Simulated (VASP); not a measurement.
# BaTiO3 (Amm2) in VASP: further runs, part 2 of 2

VASP 6.6.1. The steps go on from the part before.

## Step 4: Single point, PBE (zz strain of +2 %)

File INCAR:

```
SYSTEM = BaTiO3
ALGO     = Normal         ! electronic algorithm
EDIFF    = 1E-6           ! SCF threshold, eV
ENCUT    = 520            ! plane-wave cutoff, eV
GGA      = PE             ! functional
ISIF     = 2              ! what is computed and relaxed
ISMEAR   = -1             ! smearing method
LASPH    = .TRUE.         ! aspherical terms in the spheres
LCHARG   = .FALSE.        ! write CHGCAR
LREAL    = .FALSE.        ! projectors in reciprocal space
LWAVE    = .FALSE.        ! write WAVECAR
NBANDS   = 28             ! bands
NELM     = 100            ! most SCF steps
PREC     = Accurate       ! precision mode
SIGMA    = 0.05           ! smearing width, eV
```

File KPOINTS:

```
k-points
0
G
  8 8 8
  0 0 0
```

File POSCAR:

```
BaTiO3
1.0
    3.9841000000      0.0000000000      0.0000000000
    0.0000000000      2.8370500000      2.9027160000
    0.0000000000     -2.8370500000      2.9027160000
Ba Ti O
1 1 3
Direct
    0.0000000000      0.0000000000      0.0000000000
    0.5000000000      0.5079000000      0.5079000000
    0.0000000000      0.4921000000      0.4921000000
    0.5000000000      0.5025100000      0.9937100000
    0.5000000000      0.9937100000      0.5025100000
```

Potentials or basis: VASP PAW PBE potentials, release 64 (Ba_sv, Ti_sv, O).

Command:

```sh
> cat potpaw_PBE.64/Ba_sv/POTCAR potpaw_PBE.64/Ti_sv/POTCAR potpaw_PBE.64/O/POTCAR > POTCAR
> mpirun -np 1 vasp_std > vasp.out
```

OUTCAR:

```text
SYSTEM = BaTiO3
   EDIFF = 1E-6
   ENCUT = 520
   GGA = PE
   ISIF = 2
   ISMEAR = -1
   LASPH = .TRUE.
   LREAL = .FALSE.
   NELM = 100
   PREC = Accurate

 ion  position               nearest neighbor table
   1  0.000  0.000  0.000-   4 2.84   5 2.84   4 2.84   5 2.84   3 2.84   3 2.84   4 2.85   5 2.85
                             4 2.85   5 2.85   3 2.86   3 2.95   2 3.47   2 3.47   2 3.47   2 3.47
   2  0.500  0.508  0.508-   4 1.97   5 1.97   3 1.99   3 1.99   5 2.09   4 2.09   1 3.47   1 3.47
                             1 3.47   1 3.47   1 3.48   1 3.48   1 3.56   1 3.56
   3  0.000  0.492  0.492-   2 1.99   2 1.99   1 2.84   1 2.84   1 2.86   1 2.95
   4  0.500  0.503  0.994-   2 1.97   2 2.09   1 2.84   1 2.84   1 2.85   1 2.85
   5  0.500  0.994  0.503-   2 1.97   2 2.09   1 2.84   1 2.84   1 2.85   1 2.85

  LATTYP: Found a base centered orthorhombic cell.
 ALAT       =     5.6741000000
 B/A-ratio  =     1.0231458734
 C/A-ratio  =     0.7021554079

  Lattice vectors:

 A1 = (   0.0000000000,   2.8370500000,  -2.9027160000)
 A2 = (   0.0000000000,   2.8370500000,   2.9027160000)
 A3 = (   3.9841000000,   0.0000000000,   0.0000000000)

Analysis of symmetry for initial positions (statically):
=====================================================================
 Subroutine PRICEL returns:
 Original cell was already a primitive cell.

 Routine SETGRP: Setting up the symmetry group for a
 base centered orthorhombic supercell.

 Subroutine GETGRP returns: Found  4 space group operations
 (whereof  4 operations were pure point group operations)
 out of a pool of  8 trial point group operations.

The static configuration has the point symmetry C_2v.

Analysis of symmetry for dynamics (positions and initial velocities):
=====================================================================
 Subroutine PRICEL returns:
 Original cell was already a primitive cell.

 Routine SETGRP: Setting up the symmetry group for a
 base centered orthorhombic supercell.

 Subroutine GETGRP returns: Found  4 space group operations
 (whereof  4 operations were pure point group operations)
 out of a pool of  8 trial point group operations.

The dynamic configuration has the point symmetry C_2v.

 Subroutine INISYM returns: Found  4 space group operations
 (whereof  4 operations are pure point group operations),
 and found     1 'primitive' translations

----------------------------------------------------------------------------------------

                                     Primitive cell

  volume of cell :      65.6193

  direct lattice vectors                    reciprocal lattice vectors
     3.984100000  0.000000000  0.000000000     0.250997716  0.000000000  0.000000000
     0.000000000  2.837050000  2.902716000     0.000000000  0.176239404  0.172252470
     0.000000000 -2.837050000  2.902716000     0.000000000 -0.176239404  0.172252470

  length of vectors
     3.984100000  4.058893061  4.058893061     0.250997716  0.246437093  0.246437093

  position of ions in fractional coordinates (direct lattice)
     0.000000000  0.000000000  0.000000000
     0.500000000  0.507900000  0.507900000
     0.000000000  0.492100000  0.492100000
     0.500000000  0.502510000  0.993710000
     0.500000000  0.993710000  0.502510000

[... 25 lines left out ...]

  Shift w.r.t. Gamma in fractional coordinates (k-lattice)
     0.000000000  0.000000000  0.000000000

 Subroutine IBZKPT returns following result:
 ===========================================

 Found    105 irreducible k-points:

 Following reciprocal coordinates:
            Coordinates               Weight
  0.000000  0.000000  0.000000      1.000000
  0.125000  0.000000  0.000000      2.000000
  0.250000  0.000000  0.000000      2.000000
  0.375000  0.000000  0.000000      2.000000
  0.500000  0.000000  0.000000      1.000000
  0.000000  0.125000 -0.000000      4.000000
[... 16 lines left out ...]
  0.250000  0.500000 -0.000000      4.000000
  0.375000  0.500000 -0.000000      4.000000
 [... further k-points ...]
   k-points           NKPTS =    105   k-points in BZ     NKDIM =    105   number of bands    NBANDS=     28
   number of dos      NEDOS =    301   number of ions     NIONS =      5
   total plane-waves  NPLWV =  27000
   dimension x,y,z NGX =    30 NGY =   30 NGZ =   30
   dimension x,y,z NGXF=    60 NGYF=   60 NGZF=   60
   ions per type =               1   1   3
   NGX,Y,Z   is equivalent  to a cutoff of  12.52, 12.29, 12.29 a.u.
   NGXF,Y,Z  is equivalent  to a cutoff of  25.04, 24.58, 24.58 a.u.
 SYSTEM =  BaTiO3
   PREC   = accura    normal or accurate (medium, high low for compatibility)
   ISTART =      0    job   : 0-new  1-cont  2-samecut
   ICHARG =      2    charge: 1-file 2-atom 10-const
   ISPIN  =      1    spin polarized calculation?
   LNONCOLLINEAR =      F non collinear calculations
   LSORBIT =      F    spin-orbit coupling
   LASPH  =      T    aspherical Exc in radial PAW
   ENCUT  =  520.0 eV  38.22 Ry    6.18 a.u.   7.41  7.55  7.55*2*pi/ulx,y,z
   NELM   =    100;   NELMIN=  2; NELMDL= -5     # of ELM steps
   EDIFF  = 0.1E-05   stopping-criterion for ELM
   LREAL  =      F    real-space projection
   EDIFFG = 0.1E-04   stopping-criterion for IOM
   NSW    =      0    number of steps for IOM
   IBRION =     -1    ionic relax: 0-MD 1-quasi-New 2-CG
   NFREE  =      0    steps in history (QN), initial steepest desc. (CG)
   ISIF   =      2    stress and relaxation
   ISYM   =      2    0-nonsym 1-usesym 2-fastsym
   POTIM  = 0.5000    time-step for ionic-motion
   TEBEG  =    0.0;   TEEND  =   0.0 temperature during run
   PSTRESS=    0.0 pullay stress
   NELECT =      40.0000    total number of electrons
   NUPDOWN=      -1.0000    fix difference up-down
   EMIN   =  10.00;   EMAX   =-10.00  energy-range for DOS
   EFERMI =   0.00;   METHOD = LEGACY
   ISMEAR =    -1;   SIGMA  =   0.05  broadening in eV -4-tet -1-fermi 0-gaus
   EFERMI_NEDOS =   21; number of points for ismear=-14 and -15
   IALGO  =     38    algorithm
   IMIX   =      4    mixing-type and parameters
     AMIX     =   0.40;   BMIX     =  1.00
     AMIX_MAG =   1.60;   BMIX_MAG =  1.00
  volume/ion in A,a.u.               =      13.12        88.56
  Fermi-wavevector in a.u.,A,eV,Ry     =   1.388090  2.623109 26.215616  1.926793
  Thomas-Fermi vector in A             =   2.512249
   LORBIT       =      0    0 simple, 1 ext, 2 COOP (PROOUT), +10 PAW based schemes
   GGA     = PE    functional components
   LHFCALC =     F    Hartree Fock is set to
   AEXX    =    0.0000 exact exchange contribution
   IVDW    =     0    specifies the selected vdW correction
   LEPSILON=     F    determine dielectric tensor
   LRPA    =     F    only Hartree local field effects (RPA)
 non-spin polarized calculation
  energy-cutoff  :      520.00
  volume of cell :       65.62
 maximum number of plane-waves:      1789
 NGX is ok and might be reduce to    30
   NGX = 15   NGY = 15   NGZ = 15

 number of electron      39.9999989 magnetization

 Free energy of the ion-electron system (eV)
  ---------------------------------------------------
  ext. energy  EPLUGINS =         0.00000000
  ---------------------------------------------------
  free energy    TOTEN  =       -39.97456087 eV

  energy without entropy =      -39.97456087  energy(sigma->0) =      -39.97456087

 E-fermi :   4.5573     XC(G=0): -11.1360

 val. band max:        3.6828192635   @ k =   0.5000   0.5000   0.5000
 cond. band min:       5.3812543114   @ k =   0.0000   0.0000   0.0000
 fundamental gap:      1.6984350479
 Fermi energy:         4.5572745611

 k-point     1 :       0.0000    0.0000    0.0000
  band No.  band energies     occupation
      1     -53.0377      2.00000
      2     -29.2527      2.00000
      3     -29.2407      2.00000
      4     -29.2331      2.00000
      5     -21.2178      2.00000
      6     -13.1891      2.00000
[... 733 lines left out ...]
     27      11.6227      0.00000
     28      13.1432      0.00000

 [... further k-points ...]
[... 5 lines left out ...]
  --------------------------------------------------------------------------------------
  -------------------------------------------------------------------------------------
  Total        0.9123735      0.8939606     -1.3024964      0.0000000      0.0000000      0.0000000
  in kB       22.2767324     21.8271582    -31.8020678      0.0000000      0.0000000      0.0000000
  external PRESSURE =       4.1006076 kB  Pullay stress =       0.0000000 kB

 VOLUME and BASIS-vectors are now :
 -----------------------------------------------------------------------------
  energy-cutoff  :      520.00
  volume of cell :       65.62
      direct lattice vectors                 reciprocal lattice vectors
     3.984100000  0.000000000  0.000000000     0.250997716  0.000000000  0.000000000
     0.000000000  2.837050000  2.902716000     0.000000000  0.176239404  0.172252470
     0.000000000 -2.837050000  2.902716000     0.000000000 -0.176239404  0.172252470

 POSITION                                       TOTAL-FORCE (eV/Angst)
 -----------------------------------------------------------------------------------
      0.00000      0.00000      0.00000         0.000000      0.000000      0.094225
      1.99205      0.00000      2.94858         0.000000      0.000000      0.294134
      0.00000      0.00000      2.85685         0.000000      0.000000      0.084531
      1.99205     -1.39356      4.34310         0.000000      0.044904     -0.236445
      1.99205      1.39356      4.34310         0.000000     -0.044904     -0.236445
 -----------------------------------------------------------------------------------
    total drift:                                0.000000      0.000000     -0.000482

  FREE ENERGIE OF THE ION-ELECTRON SYSTEM (eV)
  ---------------------------------------------------
  free  energy   TOTEN  =       -39.9745608679 eV

  energy  without entropy=      -39.9745608660  energy(sigma->0) =      -39.97456087
```

It took 4.7 min on 1 thread of Intel Xeon 8259CL, shared host; peak memory 0.31 GiB.

Results:

- Free energy: -39.9746 eV
- Pressure: 0.4 GPa
- Largest force: 0.294 eV/Å
- Band gap on the k mesh: 1.70 eV (least direct gap 1.86 eV)

Forces in eV/Å, atoms in the order of the input:
```
Ba   0.000  0.000  0.094
Ti   0.000  0.000  0.294
O    0.000  0.000  0.085
O    0.000  0.045 -0.236
O    0.000 -0.045 -0.236
```

Caveat: the cell differs from its parent crystal (zz strain of +2 %); the stress differs along the axes, from -3 to 2 GPa; spin-orbit coupling is left out, which moves the levels of the heavy elements. A k mesh can miss the band edges.

## Step 5: Overview

| cell | gap on the mesh (eV) | pressure (GPa) | largest force (eV/Å) |
| --- | --- | --- | --- |
| a = 3.984, b = 3.958, c = 3.958 Å, angles 91.6, 90.0, 90.0°, 5 atoms | 1.87 | 9.5 | 0.13 |
| a = 3.984, b = 3.998, c = 3.998 Å, angles 90.4, 90.0, 90.0°, 5 atoms | 1.82 | 5.5 | 0.16 |
| a = 3.984, b = 4.059, c = 4.059 Å, angles 88.7, 90.0, 90.0°, 5 atoms | 1.70 | 0.4 | 0.29 |

Alike in all rows: task single point; level PBE; potentials or basis VASP PAW PBE potentials, release 64 (Ba_sv, Ti_sv, O); no spin polarisation; k mesh 8 × 8 × 8; cutoff (eV) 520; smearing fermi-dirac 0.05 eV.

Caveats: spin-orbit coupling is left out, which moves the levels of the heavy elements; the stress differs along the axes, from 7 to 14 GPa (at least some runs); the cell stands under pressure (at least some runs); the stress differs along the axes, from -3 to 2 GPa (at least some runs).

Absolute energies hang on the potentials; compare differences alone.
